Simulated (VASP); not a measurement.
# Te (R-3m) in VASP: notebook

Runs on Te. Level: PBEsol. Tasks: relaxation of cell and atoms.

Program: VASP 6.6.1. These are calculated values, not measurements. Logs are shortened: lines on timing, memory, paths and dates and some standing lists are left out, and cuts for length are marked.

## (1) The cell of the first run

The structure is trigonal, space group R-3m (No. 166). The conventional cell has a = 4.612 Å, b = 4.612 Å, c = 5.073 Å, α = 90.00°, β = 90.00°, γ = 120.00°. Within 4.2 Å of Te (site symmetry -3m) lie 6 Te at 3.15 Å.

## (2) Relaxation of cell and atoms, PBEsol, target pressure 2 GPa, at which the enthalpy is minimised

Input file INCAR:

```
ALGO = Normal
EDIFF = 1E-7
EDIFFG = -0.01
ENCUT = 600
GGA = PS
IBRION = 2
ISIF = 3
ISMEAR = -1
LASPH = T
LCHARG = F
LREAL = F
LWAVE = F
NELM = 100
NSW = 60
PREC = Accurate
PSTRESS = 20.0
SIGMA = 0.05
```

Input file KPOINTS:

```
k-points
0
Gamma
  9 9 9
```

Input file POSCAR:

```
Te
1.0
    2.3059043427      1.3313144930      1.6909537039
   -2.3059043427      1.3313144930      1.6909537039
    0.0000000000     -2.6626289860      1.6909537039
Te
1
Direct
    0.5000000000      0.5000000000      0.5000000000
```

Potentials or basis: VASP PAW PBE potentials, release 64 (Te).

Command:

```
$ cat potpaw_PBE.64/Te/POTCAR > POTCAR
$ mpirun -np 1 vasp_std > vasp.out
```

OUTCAR:

```text
EDIFF = 1E-7
   EDIFFG = -0.01
   ENCUT = 600
   GGA = PS
   IBRION = 2
   ISIF = 3
   ISMEAR = -1
   LASPH = T
   LREAL = F
   NELM = 100
   NSW = 60
   PREC = Accurate
   PSTRESS = 20.0

 ion  position               nearest neighbor table
   1  0.500  0.500  0.500-

  LATTYP: Found a trigonal (rhomboedric) cell.
 ALAT       =     3.1541904739
 COS(alpha) =    -0.0688991668

  Lattice vectors:

 A1 = (   2.3059043427,   1.3313144930,   1.6909537039)
 A2 = (  -2.3059043427,   1.3313144930,   1.6909537039)
 A3 = (   0.0000000000,  -2.6626289860,   1.6909537039)

Analysis of symmetry for initial positions (statically):
=====================================================================
 Subroutine PRICEL returns:
 Original cell was already a primitive cell.

 Routine SETGRP: Setting up the symmetry group for a
 trigonal (rhombohedral) supercell.

 Subroutine GETGRP returns: Found 12 space group operations
 (whereof 12 operations were pure point group operations)
 out of a pool of 12 trial point group operations.

The static configuration has the point symmetry D_3d.

Analysis of symmetry for dynamics (positions and initial velocities):
=====================================================================
 Subroutine PRICEL returns:
 Original cell was already a primitive cell.

 Routine SETGRP: Setting up the symmetry group for a
 trigonal (rhombohedral) supercell.

 Subroutine GETGRP returns: Found 12 space group operations
 (whereof 12 operations were pure point group operations)
 out of a pool of 12 trial point group operations.

The dynamic configuration has the point symmetry D_3d.

 Subroutine INISYM returns: Found 12 space group operations
 (whereof 12 operations are pure point group operations),
 and found     1 'primitive' translations

----------------------------------------------------------------------------------------

                                     Primitive cell

  volume of cell :      31.1462

  direct lattice vectors                    reciprocal lattice vectors
     2.305904343  1.331314493  1.690953704     0.216834667  0.125189553  0.197127415
    -2.305904343  1.331314493  1.690953704    -0.216834667  0.125189553  0.197127415
     0.000000000 -2.662628986  1.690953704     0.000000000 -0.250379107  0.197127415

  length of vectors
     3.154190474  3.154190474  3.154190474     0.318667405  0.318667405  0.318667405

  position of ions in fractional coordinates (direct lattice)
     0.500000000  0.500000000  0.500000000

  ion indices of the primitive-cell ions
   primitive index   ion index
                 1           1

----------------------------------------------------------------------------------------

 KPOINTS: k-points

Automatic generation of k-mesh.
 Grid dimensions read from file:
 generate k-points for:    9    9    9

 Generating k-lattice:

  Cartesian coordinates                     Fractional coordinates (reciprocal lattice)
     0.024092741  0.013909950  0.021903046     0.111111111  0.000000000  0.000000000
    -0.024092741  0.013909950  0.021903046     0.000000000  0.111111111  0.000000000
     0.000000000 -0.027819901  0.021903046     0.000000000  0.000000000  0.111111111

  Length of vectors
     0.035407489  0.035407489  0.035407489

  Shift w.r.t. Gamma in fractional coordinates (k-lattice)
     0.000000000  0.000000000  0.000000000

 Subroutine IBZKPT returns following result:
 ===========================================

 Found     85 irreducible k-points:

 Following reciprocal coordinates:
            Coordinates               Weight
  0.000000  0.000000  0.000000      1.000000
  0.111111  0.000000  0.000000      6.000000
  0.222222  0.000000  0.000000      6.000000
  0.333333  0.000000  0.000000      6.000000
  0.444444  0.000000  0.000000      6.000000
  0.111111  0.111111  0.000000      6.000000
[... 16 lines left out ...]
 -0.333333  0.333333  0.000000      6.000000
  0.444444  0.444444  0.000000      6.000000
 [... further k-points ...]
   k-points           NKPTS =     85   k-points in BZ     NKDIM =     85   number of bands    NBANDS=      7
   number of dos      NEDOS =    301   number of ions     NIONS =      1
   total plane-waves  NPLWV =  21952
   dimension x,y,z NGX =    28 NGY =   28 NGZ =   28
   dimension x,y,z NGXF=    56 NGYF=   56 NGZF=   56
   ions per type =               1
   NGX,Y,Z   is equivalent  to a cutoff of  14.76, 14.76, 14.76 a.u.
   NGXF,Y,Z  is equivalent  to a cutoff of  29.52, 29.52, 29.52 a.u.
 SYSTEM =  unknown system
   PREC   = accura    normal or accurate (medium, high low for compatibility)
   ISTART =      0    job   : 0-new  1-cont  2-samecut
   ICHARG =      2    charge: 1-file 2-atom 10-const
   ISPIN  =      1    spin polarized calculation?
   LNONCOLLINEAR =      F non collinear calculations
   LSORBIT =      F    spin-orbit coupling
   LASPH  =      T    aspherical Exc in radial PAW
   ENCUT  =  600.0 eV  44.10 Ry    6.64 a.u.   6.30  6.30  6.30*2*pi/ulx,y,z
   NELM   =    100;   NELMIN=  2; NELMDL= -5     # of ELM steps
   EDIFF  = 0.1E-06   stopping-criterion for ELM
   LREAL  =      F    real-space projection
   EDIFFG = -.1E-01   stopping-criterion for IOM
   NSW    =     60    number of steps for IOM
   IBRION =      2    ionic relax: 0-MD 1-quasi-New 2-CG
   NFREE  =      1    steps in history (QN), initial steepest desc. (CG)
   ISIF   =      3    stress and relaxation
   ISYM   =      2    0-nonsym 1-usesym 2-fastsym
   POTIM  = 0.5000    time-step for ionic-motion
   TEBEG  =    0.0;   TEEND  =   0.0 temperature during run
   PSTRESS=   20.0 pullay stress
   NELECT =       6.0000    total number of electrons
   NUPDOWN=      -1.0000    fix difference up-down
   EMIN   =  10.00;   EMAX   =-10.00  energy-range for DOS
   EFERMI =   0.00;   METHOD = LEGACY
   ISMEAR =    -1;   SIGMA  =   0.05  broadening in eV -4-tet -1-fermi 0-gaus
   EFERMI_NEDOS =   21; number of points for ismear=-14 and -15
   IALGO  =     38    algorithm
   IMIX   =      4    mixing-type and parameters
     AMIX     =   0.40;   BMIX     =  1.00
     AMIX_MAG =   1.60;   BMIX_MAG =  1.00
  volume/ion in A,a.u.               =      31.15       210.18
  Fermi-wavevector in a.u.,A,eV,Ry     =   0.945490  1.786717 12.162947  0.893951
  Thomas-Fermi vector in A             =   2.073397
   LORBIT       =      0    0 simple, 1 ext, 2 COOP (PROOUT), +10 PAW based schemes
   GGA     = PS    functional components
   LHFCALC =     F    Hartree Fock is set to
   AEXX    =    0.0000 exact exchange contribution
   IVDW    =     0    specifies the selected vdW correction
   LEPSILON=     F    determine dielectric tensor
   LRPA    =     F    only Hartree local field effects (RPA)
 conjugate gradient relaxation of ions
 non-spin polarized calculation
  energy-cutoff  :      600.00
  volume of cell :       31.15
 maximum number of plane-waves:      1069
 NGX is ok and might be reduce to    28
   NGX = 13   NGY = 13   NGZ = 13

--------------------------------------- Ionic step        1  -------------------------------------------

 number of electron       5.9999999 magnetization

 Free energy of the ion-electron system (eV)
  ---------------------------------------------------
  ext. energy  EPLUGINS =         0.00000000
  ---------------------------------------------------
  free energy    TOTEN  =        -3.50515437 eV

  energy without entropy =       -3.49975923  energy(sigma->0) =       -3.50245680

------------------------ aborting loop because EDIFF is reached ----------------------------------------

  FORCE on cell =-STRESS in cart. coord.  units (eV):
  Direction    XX          YY          ZZ          XY          YZ          ZX
  --------------------------------------------------------------------------------------
  -------------------------------------------------------------------------------------
  Total       -0.0172407     -0.0172407      0.0105990      0.0000000      0.0000000      0.0000000
  in kB       -0.8868703     -0.8868703      0.5452210      0.0000000      0.0000000      0.0000000
  external PRESSURE =     -20.4095065 kB  Pullay stress =      20.0000000 kB

 VOLUME and BASIS-vectors are now :
 -----------------------------------------------------------------------------
  energy-cutoff  :      600.00
  volume of cell :       31.15
      direct lattice vectors                 reciprocal lattice vectors
     2.305904343  1.331314493  1.690953704     0.216834667  0.125189553  0.197127415
    -2.305904343  1.331314493  1.690953704    -0.216834667  0.125189553  0.197127415
     0.000000000 -2.662628986  1.690953704     0.000000000 -0.250379107  0.197127415
[... 229 lines left out ...]
  FREE ENERGIE OF THE ION-ELECTRON SYSTEM (eV)
  ---------------------------------------------------
  free  energy   TOTEN  =        -3.4944219240 eV

  energy  without entropy=       -3.4886437814  energy(sigma->0) =       -3.49153285

  enthalpy is  TOTEN    =        -3.1233209498 eV   P V=        0.3711009742

--------------------------------------- Ionic step        8  -------------------------------------------

 number of electron       6.0000000 magnetization

 Free energy of the ion-electron system (eV)
  ---------------------------------------------------
  ext. energy  EPLUGINS =         0.00000000
  ---------------------------------------------------
  free energy    TOTEN  =        -3.49775621 eV

  energy without entropy =       -3.49284342  energy(sigma->0) =       -3.49529982

 E-fermi :   7.4682     XC(G=0):  -9.8295

 val. band max:        7.4294952693   @ k =  -0.2222   0.4444   0.2222
 cond. band min:       7.4868889424   @ k =  -0.3333   0.4444   0.2222
 fundamental gap:      0.0573936730
 Fermi energy:         7.4681501971

 k-point     1 :       0.0000    0.0000    0.0000
  band No.  band energies     occupation
      1      -6.8042      2.00000
      2       8.4421      0.00000
      3       9.0929      0.00000
      4       9.0929      0.00000
      5      13.5977      0.00000
      6      13.5977      0.00000
      7      14.2682      0.00000

 k-point     2 :       0.1111    0.0000    0.0000
  band No.  band energies     occupation
      1      -6.6411      2.00000
      2       7.1896      1.99241
      3       8.8231      0.00000
      4       9.2168      0.00000
      5      13.7540      0.00000
      6      14.1796      0.00000
      7      15.7967      0.00000
[... 201 lines left out ...]
 k-point    23 :      -0.3333    0.3333    0.0000
  band No.  band energies     occupation
      1      -4.3110      2.00000
      2       3.8656      2.00000
      3       4.0503      2.00000
      4      10.7793      0.00000
      5      11.2732      0.00000
      6      16.3144      0.00000
      7      19.1431      0.00000

 k-point    24 :       0.4444    0.4444    0.0000
  band No.  band energies     occupation
      1      -2.9414      2.00000
      2       2.2493      2.00000
      3       3.1992      2.00000
      4       9.7246      0.00000
      5      11.4490      0.00000
      6      17.6530      0.00000
      7      19.5479      0.00000

 [... further k-points ...]
[... 5 lines left out ...]
  --------------------------------------------------------------------------------------
  -------------------------------------------------------------------------------------
  Total        0.3709302      0.3709302      0.3730047      0.0000000      0.0000000      0.0000000
  in kB       19.8646048     19.8646048     19.9757033      0.0000000      0.0000000      0.0000000
  external PRESSURE =      -0.0983624 kB  Pullay stress =      20.0000000 kB

 VOLUME and BASIS-vectors are now :
 -----------------------------------------------------------------------------
  energy-cutoff  :      600.00
  volume of cell :       29.92
      direct lattice vectors                 reciprocal lattice vectors
     2.306042216  1.331394094  1.624043683     0.216821703  0.125182068  0.205248995
    -2.306042216  1.331394094  1.624043683    -0.216821703  0.125182068  0.205248995
     0.000000000 -2.662788188  1.624043683     0.000000000 -0.250364137  0.205248995

 POSITION                                       TOTAL-FORCE (eV/Angst)
 -----------------------------------------------------------------------------------
      0.00000      0.00000      2.43607         0.000000      0.000000      0.000000
 -----------------------------------------------------------------------------------
    total drift:                               -0.000000     -0.000000      0.000000

  FREE ENERGIE OF THE ION-ELECTRON SYSTEM (eV)
  ---------------------------------------------------
  free  energy   TOTEN  =        -3.4977562136 eV

  energy  without entropy=       -3.4928434202  energy(sigma->0) =       -3.49529982

  enthalpy is  TOTEN    =        -3.1242977984 eV   P V=        0.3734584152

 reached required accuracy - stopping structural energy minimisation
```

Run time: 85 s. Hardware: 1 thread of Intel Xeon Platinum 8488C (Sapphire Rapids), shared host; peak memory 0.17 GiB.

Results:

| Item | Value |
| --- | --- |
| Free energy | -3.4978 eV |
| Relaxed volume | 29.92 Å³/atom |
| Relaxed cell | a = 3.119 Å, b = 3.119 Å, c = 3.119 Å, α = 95.35°, β = 95.35°, γ = 95.35° |
| Space group after relaxing (to 0.05 Å) | R-3m (No. 166) |
| Energy change on relaxing (the enthalpy is what falls) | +7.4 meV/atom |
| Ionic steps | 8 |
| Pressure after relaxing | 2.0 GPa |
| Band gap on the k mesh | zero (band 3 reaches 9.91 eV, above the bottom of band 4 at 4.97 eV) |

Step by step:
```
step  energy change (eV)  largest force (eV/Å)  pressure (GPa)  volume (Å³)
   1              0.0000                0.0000           -0.04        31.15
   2              0.0194                0.0000            3.77        29.39
   3              0.0059                0.0000            1.99        30.14
   4              0.0060                0.0000            1.99        30.13
   5              0.0061                0.0000            2.00        30.08
   6              0.0068                0.0000            1.99        29.97
   7              0.0107                0.0000            1.99        29.73
   8              0.0074                0.0000            1.99        29.92
```

Final structure:
```
Te
1.0
     2.30604    1.33139    1.62404
    -2.30604    1.33139    1.62404
     0.00000   -2.66279    1.62404
Te
1
Direct
  0.50000 0.50000 0.50000
```

Levels at points of the mesh, in eV from the Fermi level:
```csv
k point,band 1,band 2,band 3,band 4,band 5,band 6
"(0.00, 0.00, 0.00)",-14.27,0.97,1.62,1.62,6.13,6.13
```

Caveat: the cell is relaxed towards a set pressure, so the enthalpy falls and the energy may rise; the PAW data sets were made with another functional, which shifts forces and pressure a little; spin-orbit coupling is left out, which moves the levels of the heavy elements.

## (3) Relaxation of cell and atoms, PBEsol, target pressure 5 GPa, at which the enthalpy is minimised

Input file INCAR:

```
SYSTEM = Te
PREC = Accurate
ENCUT = 600
EDIFF = 1E-7
ISMEAR = -1
SIGMA = 0.05
LREAL = .False.
LASPH = .True.
NELM = 60
ALGO = Normal
ISIF = 3
LWAVE = .False.
LCHARG = .False.
GGA = PS
IBRION = 2
NSW = 60
EDIFFG = -0.01
PSTRESS = 50.0
```

Input file KPOINTS:

```
Automatic mesh
0
Gamma
  9 9 9
  0 0 0
```

POSCAR is that of step 2.

Potentials or basis: VASP PAW PBE potentials, release 64 (Te).

Command:

```
$ cat potpaw_PBE.64/Te/POTCAR > POTCAR
$ mpirun -np 1 vasp_std > vasp.out
```

Run time: 2.2 min. Hardware: 1 thread of Intel Xeon Platinum 8488C (Sapphire Rapids), shared host; peak memory 0.17 GiB.

The run converged. Its results:

```
Free energy                                            : -3.4459 eV
Relaxed volume                                         : 27.46 Å³/atom
Relaxed cell                                           : a = 3.079 Å, b = 3.079 Å, c = 3.079 Å, α = 100.64°, β = 100.64°, γ = 100.64°
Space group after relaxing (to 0.05 Å)                 : R-3m (No. 166)
Energy change on relaxing (the enthalpy is what falls) : +59.3 meV/atom
Ionic steps                                            : 12
Pressure after relaxing                                : 5.0 GPa
Band gap on the k mesh                                 : zero (band 3 reaches 11.03 eV, above the bottom of band 4 at 5.69 eV)
```

Stress tensor (GPa, compression positive):
```
5.04 0.00 0.00
0.00 5.04 0.00
0.00 0.00 4.95
```

The path:
```
step  energy change (eV)  largest force (eV/Å)  pressure (GPa)  volume (Å³)
   1              0.0000                0.0000           -0.04        31.15
   2              0.1320                0.0000           11.48        26.93
   3              0.0314                0.0000            4.93        28.94
   4              0.0328                0.0000            5.05        28.90
   5              0.0329                0.0000            5.05        28.85
   6              0.0338                0.0000            5.04        28.70
   7              0.0401                0.0000            4.95        28.35
   8              0.0595                0.0000            4.69        27.45
   9              0.0545                0.0000            4.78        27.62
  10              0.0562                0.0000            4.76        27.56
  11              0.0842                0.0000            6.94        26.77
  12              0.0593                0.0000            5.01        27.46
```

Final structure:
```
Te
1.0
     2.36954    1.36806    1.41171
    -2.36954    1.36806    1.41171
     0.00000   -2.73611    1.41171
Te
1
Direct
  0.50000 0.50000 0.50000
```

Levels at points of the mesh, in eV from the Fermi level:
| k point | band 1 | band 2 | band 3 | band 4 | band 5 | band 6 | band 7 |
| --- | --- | --- | --- | --- | --- | --- | --- |
| (0.00, 0.00, 0.00) | -14.74 | 1.17 | 2.50 | 2.50 | 6.86 | 6.86 | 7.72 |

Caveat: the cell is relaxed towards a set pressure, so the enthalpy falls and the energy may rise; the PAW data sets were made with another functional, which shifts forces and pressure a little; spin-orbit coupling is left out, which moves the levels of the heavy elements.

(Continued in part 2 of 2.)
